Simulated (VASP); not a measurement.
# Sn (Fd-3m) in VASP: further runs, part 2 of 3

VASP 6.6.1. The steps go on from the part before.

## (4) Electric field gradients, r2SCAN (volume scaled by 0.975)

POSCAR

```
Sn
1.0
    0.0000000000      3.2573807591      3.2573807591
    3.2573807591      0.0000000000      3.2573807591
    3.2573807591      3.2573807591      0.0000000000
Sn
2
Direct
    0.5000000000      0.5000000000      0.5000000000
    0.7500000000      0.7500000000      0.7500000000
```

INCAR.step1

```
SYSTEM = Sn
  PREC = Accurate
  ENCUT = 520
  ISMEAR = -1
  SIGMA = 0.08
  LREAL = .FALSE.
  LASPH = .TRUE.
  NELM = 100
  NBANDS = 21
  GGA = PE
  ALGO = Normal
  EDIFF = 1E-4
  LWAVE = .TRUE.
  LCHARG = .FALSE.
```

INCAR.step2

```
SYSTEM = Sn
  PREC = Accurate
  ENCUT = 520
  EDIFF = 1E-8
  ISMEAR = -1
  SIGMA = 0.08
  LREAL = .FALSE.
  LASPH = .TRUE.
  NELM = 100
  ALGO = Normal
  ISIF = 2
  LWAVE = .FALSE.
  LCHARG = .FALSE.
  METAGGA = R2SCAN
  LMIXTAU = .TRUE.
  LEFG = .TRUE.
  NBANDS = 21
  ISTART = 1
```

KPOINTS

```
regular mesh
0
G
  9 9 9
  0 0 0
```

Potentials or basis: VASP PAW PBE potentials, release 64 (Sn_d).

Command:

```console
cat potpaw_PBE.64/Sn_d/POTCAR > POTCAR
cp INCAR.step1 INCAR
mpirun -np 1 vasp_std > vasp.out
cp INCAR.step2 INCAR
mpirun -np 1 vasp_std > vasp.out
```

OUTCAR:

```text
SYSTEM = Sn
   PREC = Accurate
   ENCUT = 520
   EDIFF = 1E-8
   ISMEAR = -1
   LREAL = .FALSE.
   LASPH = .TRUE.
   NELM = 100
   ISIF = 2
   METAGGA = R2SCAN
   ISTART = 1

 ion  position               nearest neighbor table
   1  0.500  0.500  0.500-   2 2.82   2 2.82   2 2.82   2 2.82
   2  0.750  0.750  0.750-   1 2.82   1 2.82   1 2.82   1 2.82

  LATTYP: Found a face centered cubic cell.
 ALAT       =     6.5147615182

  Lattice vectors:

 A1 = (   0.0000000000,   3.2573807591,   3.2573807591)
 A2 = (   3.2573807591,   0.0000000000,   3.2573807591)
 A3 = (   3.2573807591,   3.2573807591,   0.0000000000)

Analysis of symmetry for initial positions (statically):
=====================================================================
 Subroutine PRICEL returns:
 Original cell was already a primitive cell.

 Routine SETGRP: Setting up the symmetry group for a
 face centered cubic supercell.

 Subroutine GETGRP returns: Found 48 space group operations
 (whereof 24 operations were pure point group operations)
 out of a pool of 48 trial point group operations.

The static configuration has the point symmetry T_d .
 The point group associated with its full space group is O_h .

Analysis of symmetry for dynamics (positions and initial velocities):
=====================================================================
 Subroutine PRICEL returns:
 Original cell was already a primitive cell.

 Routine SETGRP: Setting up the symmetry group for a
 face centered cubic supercell.

 Subroutine GETGRP returns: Found 48 space group operations
 (whereof 24 operations were pure point group operations)
 out of a pool of 48 trial point group operations.

The dynamic configuration has the point symmetry T_d .
 The point group associated with its full space group is O_h .

 Subroutine INISYM returns: Found 48 space group operations
 (whereof 24 operations are pure point group operations),
 and found     1 'primitive' translations

----------------------------------------------------------------------------------------

                                     Primitive cell

  volume of cell :      69.1251

  direct lattice vectors                    reciprocal lattice vectors
     0.000000000  3.257380759  3.257380759    -0.153497560  0.153497560  0.153497560
     3.257380759  0.000000000  3.257380759     0.153497560 -0.153497560  0.153497560
     3.257380759  3.257380759  0.000000000     0.153497560  0.153497560 -0.153497560

  length of vectors
     4.606632047  4.606632047  4.606632047     0.265865574  0.265865574  0.265865574

  position of ions in fractional coordinates (direct lattice)
     0.500000000  0.500000000  0.500000000
     0.750000000  0.750000000  0.750000000

  ion indices of the primitive-cell ions
   primitive index   ion index
                 1           1
                 2           2

----------------------------------------------------------------------------------------

 KPOINTS: regular mesh

[... 72 lines left out ...]
   NFREE  =      0    steps in history (QN), initial steepest desc. (CG)
   ISIF   =      2    stress and relaxation
   ISYM   =      2    0-nonsym 1-usesym 2-fastsym
   POTIM  = 0.5000    time-step for ionic-motion
   TEBEG  =    0.0;   TEEND  =   0.0 temperature during run
   PSTRESS=    0.0 pullay stress
   NELECT =      28.0000    total number of electrons
   NUPDOWN=      -1.0000    fix difference up-down
   EMIN   =  10.00;   EMAX   =-10.00  energy-range for DOS
   EFERMI =   0.00;   METHOD = LEGACY
   ISMEAR =    -1;   SIGMA  =   0.08  broadening in eV -4-tet -1-fermi 0-gaus
   EFERMI_NEDOS =   21; number of points for ismear=-14 and -15
   IALGO  =     38    algorithm
   IMIX   =      4    mixing-type and parameters
     AMIX     =   0.40;   BMIX     =  1.00
     AMIX_MAG =   1.60;   BMIX_MAG =  1.00
  volume/ion in A,a.u.               =      34.56       233.24
  Fermi-wavevector in a.u.,A,eV,Ry     =   1.211292  2.289011 19.962865  1.467229
  Thomas-Fermi vector in A             =   2.346812
   LORBIT       =      0    0 simple, 1 ext, 2 COOP (PROOUT), +10 PAW based schemes
   METAGGA = R2SCAN    functional components
   LHFCALC =     F    Hartree Fock is set to
   AEXX    =    0.0000 exact exchange contribution
   IVDW    =     0    specifies the selected vdW correction
   LEPSILON=     F    determine dielectric tensor
   LRPA    =     F    only Hartree local field effects (RPA)
 non-spin polarized calculation
  energy-cutoff  :      520.00
  volume of cell :       69.13
 maximum number of plane-waves:      1877
   NGX = 17   NGY = 17   NGZ = 17

 number of electron      27.9999993 magnetization

 Free energy of the ion-electron system (eV)
  ---------------------------------------------------
  ext. energy  EPLUGINS =         0.00000000
  ---------------------------------------------------
  free energy    TOTEN  =       -49.48689441 eV

  energy without entropy =      -49.48436841  energy(sigma->0) =      -49.48563141

 E-fermi :   5.4625     XC(G=0):  -9.5372

 val. band max:        5.4610296165   @ k =   0.0000   0.0000   0.0000
 cond. band min:       5.5912058118   @ k =   0.4444   0.0000   0.0000
 fundamental gap:      0.1301761953
 Fermi energy:         5.4624756631

 k-point     1 :       0.0000    0.0000    0.0000
  band No.  band energies     occupation
      1     -16.9243      2.00000
      2     -16.9242      2.00000
      3     -16.9242      2.00000
      4     -16.8591      2.00000
      5     -16.8591      2.00000
      6     -16.5450      2.00000
[... 565 lines left out ...]
     20      15.8097      0.00000
     21      16.0331      0.00000

 [... further k-points ...]

------------------------ aborting loop because EDIFF is reached ----------------------------------------

  FORCE on cell =-STRESS in cart. coord.  units (eV):
  Direction    XX          YY          ZZ          XY          YZ          ZX
  --------------------------------------------------------------------------------------
  -------------------------------------------------------------------------------------
  Total        0.4612879      0.4612879      0.4612879      0.0000000      0.0000000      0.0000000
  in kB       10.6917066     10.6917066     10.6917066      0.0000000      0.0000000      0.0000000
  external PRESSURE =      10.6917066 kB  Pullay stress =       0.0000000 kB

 VOLUME and BASIS-vectors are now :
 -----------------------------------------------------------------------------
  energy-cutoff  :      520.00
  volume of cell :       69.13
      direct lattice vectors                 reciprocal lattice vectors
     0.000000000  3.257380759  3.257380759    -0.153497560  0.153497560  0.153497560
     3.257380759  0.000000000  3.257380759     0.153497560 -0.153497560  0.153497560
     3.257380759  3.257380759  0.000000000     0.153497560  0.153497560 -0.153497560

 POSITION                                       TOTAL-FORCE (eV/Angst)
 -----------------------------------------------------------------------------------
      3.25738      3.25738      3.25738         0.000000      0.000000      0.000000
      4.88607      4.88607      4.88607        -0.000000     -0.000000     -0.000000
 -----------------------------------------------------------------------------------
    total drift:                                0.000000      0.000000      0.000000

  FREE ENERGIE OF THE ION-ELECTRON SYSTEM (eV)
  ---------------------------------------------------
  free  energy   TOTEN  =       -49.4868944093 eV

  energy  without entropy=      -49.4843684092  energy(sigma->0) =      -49.48563141

 Electric field gradients (V/A^2)
---------------------------------------------------------------------
 ion       V_xx      V_yy      V_zz      V_xy      V_xz      V_yz
---------------------------------------------------------------------
   1       0.000    -0.000    -0.000     0.001     0.001     0.001
   2       0.000    -0.000    -0.000     0.001     0.001     0.001
---------------------------------------------------------------------

 Electric field gradients after diagonalization (V/A^2)
 (convention: |V_zz| > |V_xx| > |V_yy|)
----------------------------------------------------------------------
 ion       V_xx      V_yy      V_zz     asymmetry (V_yy - V_xx)/ V_zz
----------------------------------------------------------------------
   1      -0.001    -0.001     0.001       0.000
   2      -0.001    -0.001     0.001       0.000
----------------------------------------------------------------------

           NMR quadrupolar parameters

 Cq : quadrupolar parameter    Cq=e*Q*V_zz/h
 eta: asymmetry parameters     (V_yy - V_xx)/ V_zz
 Q  : nuclear electric quadrupole moment in mb (millibarn)
----------------------------------------------------------------------
 ion       Cq(MHz)       eta       Q (mb)
----------------------------------------------------------------------
   1       0.000       0.000       1.000
   2       0.000       0.000       1.000
----------------------------------------------------------------------
```

Wall time 3.6 min (1 thread of Intel Xeon Platinum 8259CL at 2.50GHz (Skylake/Cascade Lake), shared host); peak memory 0.23 GiB.

Results:

```
Free energy            : -49.4869 eV
Pressure               : 1.1 GPa
Band gap on the k mesh : zero (filled and empty bands touch)
```

Caveat: the cell differs from its parent crystal (volume scaled by 0.975); without QUAD_EFG the Cq values of the log hold for a quadrupole moment of 1 mb, not for the nuclei; the PAW data sets were made with another functional, which shifts forces and pressure a little; spin-orbit coupling is left out, which moves the levels of the heavy elements.

## (5) Electric field gradients, r2SCAN

This run uses another cell than the first one, of 35.45 Å³/atom, 1.053 times its volume.

POSCAR

```
Sn
1.0
    0.0000000000      3.2849869970      3.2849869970
    3.2849869970      0.0000000000      3.2849869970
    3.2849869970      3.2849869970      0.0000000000
Sn
2
Direct
    0.5000000000      0.5000000000      0.5000000000
    0.7500000000      0.7500000000      0.7500000000
```

INCAR.step1 is that of step 4.

INCAR.step2 is that of step 4.

KPOINTS

```
Automatic mesh
0
G
  9 9 9
  0 0 0
```

Potentials or basis: VASP PAW PBE potentials, release 64 (Sn_d).

Command:

```console
cat potpaw_PBE.64/Sn_d/POTCAR > POTCAR
cp INCAR.step1 INCAR
mpirun -np 1 vasp_std > vasp.out
cp INCAR.step2 INCAR
mpirun -np 1 vasp_std > vasp.out
```

OUTCAR:

```text
SYSTEM = Sn
   PREC = Accurate
   ENCUT = 520
   EDIFF = 1E-8
   ISMEAR = -1
   LREAL = .FALSE.
   LASPH = .TRUE.
   NELM = 100
   ISIF = 2
   METAGGA = R2SCAN
   ISTART = 1

 ion  position               nearest neighbor table
   1  0.500  0.500  0.500-   2 2.84   2 2.84   2 2.84   2 2.84
   2  0.750  0.750  0.750-   1 2.84   1 2.84   1 2.84   1 2.84

  LATTYP: Found a face centered cubic cell.
 ALAT       =     6.5699739940

  Lattice vectors:

 A1 = (   0.0000000000,   3.2849869970,   3.2849869970)
 A2 = (   3.2849869970,   0.0000000000,   3.2849869970)
 A3 = (   3.2849869970,   3.2849869970,   0.0000000000)

Analysis of symmetry for initial positions (statically):
=====================================================================
 Subroutine PRICEL returns:
 Original cell was already a primitive cell.

 Routine SETGRP: Setting up the symmetry group for a
 face centered cubic supercell.

 Subroutine GETGRP returns: Found 48 space group operations
[... 765 lines left out ...]
      direct lattice vectors                 reciprocal lattice vectors
     0.000000000  3.284986997  3.284986997    -0.152207604  0.152207604  0.152207604
     3.284986997  0.000000000  3.284986997     0.152207604 -0.152207604  0.152207604
     3.284986997  3.284986997  0.000000000     0.152207604  0.152207604 -0.152207604

 POSITION                                       TOTAL-FORCE (eV/Angst)
 -----------------------------------------------------------------------------------
      3.28499      3.28499      3.28499         0.000000     -0.000000      0.000000
      4.92748      4.92748      4.92748         0.000000      0.000000     -0.000000
 -----------------------------------------------------------------------------------
    total drift:                                0.000000      0.000000      0.000000

  FREE ENERGIE OF THE ION-ELECTRON SYSTEM (eV)
  ---------------------------------------------------
  free  energy   TOTEN  =       -49.4929708978 eV

  energy  without entropy=      -49.4898658199  energy(sigma->0) =      -49.49141836

 Electric field gradients (V/A^2)
---------------------------------------------------------------------
 ion       V_xx      V_yy      V_zz      V_xy      V_xz      V_yz
---------------------------------------------------------------------
   1      -0.000    -0.000     0.000     0.002     0.002     0.002
   2      -0.000     0.000     0.000     0.002     0.002     0.002
---------------------------------------------------------------------

 Electric field gradients after diagonalization (V/A^2)
 (convention: |V_zz| > |V_xx| > |V_yy|)
----------------------------------------------------------------------
 ion       V_xx      V_yy      V_zz     asymmetry (V_yy - V_xx)/ V_zz
----------------------------------------------------------------------
   1      -0.002    -0.002     0.003       0.000
   2      -0.002    -0.002     0.003       0.000
----------------------------------------------------------------------

           NMR quadrupolar parameters

 Cq : quadrupolar parameter    Cq=e*Q*V_zz/h
 eta: asymmetry parameters     (V_yy - V_xx)/ V_zz
 Q  : nuclear electric quadrupole moment in mb (millibarn)
----------------------------------------------------------------------
 ion       Cq(MHz)       eta       Q (mb)
----------------------------------------------------------------------
   1       0.000       0.000       1.000
   2       0.000       0.000       1.000
----------------------------------------------------------------------
```

OUTCAR.step1:

```text
SYSTEM = Sn
   PREC = Accurate
   ENCUT = 520
   ISMEAR = -1
   LREAL = .FALSE.
   LASPH = .TRUE.
[... 798 lines left out ...]
      3.28499      3.28499      3.28499         0.000000     -0.000000      0.000000
      4.92748      4.92748      4.92748        -0.000000      0.000000     -0.000000
 -----------------------------------------------------------------------------------
    total drift:                                0.000000      0.000000      0.000000

  FREE ENERGIE OF THE ION-ELECTRON SYSTEM (eV)
  ---------------------------------------------------
  free  energy   TOTEN  =        -7.6785755371 eV

  energy  without entropy=       -7.6730884641  energy(sigma->0) =       -7.67583200
```

Wall time 3.3 min (1 thread of Intel Xeon Platinum 8259CL at 2.50GHz (Skylake/Cascade Lake), shared host); peak memory 0.23 GiB.

What came out:

- Free energy: -49.4930 eV
- Pressure: -0.1 GPa
- Band gap on the k mesh: zero (filled and empty bands touch)

Caveat: without QUAD_EFG the Cq values of the log hold for a quadrupole moment of 1 mb, not for the nuclei; the PAW data sets were made with another functional, which shifts forces and pressure a little; spin-orbit coupling is left out, which moves the levels of the heavy elements.

## (6) Electric field gradients, r2SCAN (volume scaled by 1.025)

POSCAR

```
Sn
1.0
    0.0000000000      3.3121368811      3.3121368811
    3.3121368811      0.0000000000      3.3121368811
    3.3121368811      3.3121368811      0.0000000000
Sn
2
Direct
    0.5000000000      0.5000000000      0.5000000000
    0.7500000000      0.7500000000      0.7500000000
```

INCAR.step1

```
PREC = Accurate ; ENCUT = 520
ISMEAR = -1 ; SIGMA = 0.08
LREAL = False ; LASPH = True
NELM = 80 ; NBANDS = 21
GGA = PE ; ALGO = Normal
EDIFF = 1E-4 ; LWAVE = True
LCHARG = False
```

INCAR.step2

```
PREC = Accurate ; ENCUT = 520
EDIFF = 1E-8 ; ISMEAR = -1
SIGMA = 0.08 ; LREAL = False
LASPH = True ; NELM = 80
ALGO = Normal ; ISIF = 2
LWAVE = False ; LCHARG = False
METAGGA = R2SCAN ; LMIXTAU = True
LEFG = True ; NBANDS = 21
ISTART = 1
```

KPOINTS

```
Automatic mesh
0
Gamma
  9 9 9
```

Potentials or basis: VASP PAW PBE potentials, release 64 (Sn_d).

Command:

```console
cat potpaw_PBE.64/Sn_d/POTCAR > POTCAR
cp INCAR.step1 INCAR
mpirun -np 1 vasp_std > vasp.out
cp INCAR.step2 INCAR
mpirun -np 1 vasp_std > vasp.out
```

OUTCAR:

```text
PREC = Accurate
   ENCUT = 520
   EDIFF = 1E-8
   ISMEAR = -1
   LREAL = False
   LASPH = True
   NELM = 80
   ISIF = 2
   METAGGA = R2SCAN
   ISTART = 1

 ion  position               nearest neighbor table
   1  0.500  0.500  0.500-   2 2.87   2 2.87   2 2.87   2 2.87
   2  0.750  0.750  0.750-   1 2.87   1 2.87   1 2.87   1 2.87

  LATTYP: Found a face centered cubic cell.
 ALAT       =     6.6242737622

  Lattice vectors:

 A1 = (   0.0000000000,   3.3121368811,   3.3121368811)
[... 790 lines left out ...]
  ---------------------------------------------------
  free  energy   TOTEN  =       -49.4872627756 eV

  energy  without entropy=      -49.4835349841  energy(sigma->0) =      -49.48539888

 Electric field gradients (V/A^2)
---------------------------------------------------------------------
 ion       V_xx      V_yy      V_zz      V_xy      V_xz      V_yz
---------------------------------------------------------------------
   1      -0.000     0.000    -0.000     0.002     0.002     0.002
   2      -0.000     0.000    -0.000     0.002     0.002     0.002
---------------------------------------------------------------------

 Electric field gradients after diagonalization (V/A^2)
 (convention: |V_zz| > |V_xx| > |V_yy|)
----------------------------------------------------------------------
 ion       V_xx      V_yy      V_zz     asymmetry (V_yy - V_xx)/ V_zz
----------------------------------------------------------------------
   1      -0.002    -0.002     0.004       0.000
   2      -0.002    -0.002     0.004       0.000
----------------------------------------------------------------------

           NMR quadrupolar parameters

 Cq : quadrupolar parameter    Cq=e*Q*V_zz/h
 eta: asymmetry parameters     (V_yy - V_xx)/ V_zz
 Q  : nuclear electric quadrupole moment in mb (millibarn)
----------------------------------------------------------------------
 ion       Cq(MHz)       eta       Q (mb)
----------------------------------------------------------------------
   1       0.000       0.000       1.000
   2       0.000       0.000       1.000
----------------------------------------------------------------------
```

OSZICAR.step1:

```text
N       E                     dE             d eps       ncg     rms          rms(c)
DAV:   1     0.227155798570E+03    0.22716E+03   -0.14944E+04  1490   0.190E+03
DAV:   2     0.170058064844E+02   -0.21015E+03   -0.20534E+03  1490   0.442E+02
DAV:   3    -0.693123567625E+01   -0.23937E+02   -0.23788E+02  1720   0.138E+02
DAV:   4    -0.770943604486E+01   -0.77820E+00   -0.77789E+00  1650   0.283E+01
DAV:   5    -0.773650362633E+01   -0.27068E-01   -0.27067E-01  2157   0.514E+00    0.294E+00
DAV:   6    -0.770343294806E+01    0.33071E-01   -0.26236E-02  1968   0.198E+00    0.172E+00
DAV:   7    -0.768788926060E+01    0.15544E-01   -0.39175E-02  1610   0.209E+00    0.157E-01
DAV:   8    -0.768959015887E+01   -0.17009E-02   -0.54569E-03  1660   0.829E-01    0.492E-02
DAV:   9    -0.768999533830E+01   -0.40518E-03   -0.48605E-04  1310   0.149E-01    0.118E-02
DAV:  10    -0.769002170162E+01   -0.26363E-04   -0.48817E-05  1389   0.557E-02
   1 F= -.76900217E+01 E0= -.76870137E+01  d E =-.601607E-02
```

Wall time 4.4 min (1 thread of Intel Xeon Platinum 8259CL at 2.50GHz (Skylake/Cascade Lake), shared host); peak memory 0.23 GiB.

Results:

```
Free energy            : -49.4873 eV
Pressure               : -1.1 GPa
Band gap on the k mesh : zero (filled and empty bands touch)
```

Caveat: the cell differs from its parent crystal (volume scaled by 1.025); without QUAD_EFG the Cq values of the log hold for a quadrupole moment of 1 mb, not for the nuclei; the PAW data sets were made with another functional, which shifts forces and pressure a little; spin-orbit coupling is left out, which moves the levels of the heavy elements.

(Part 2 of 3 ends here.)
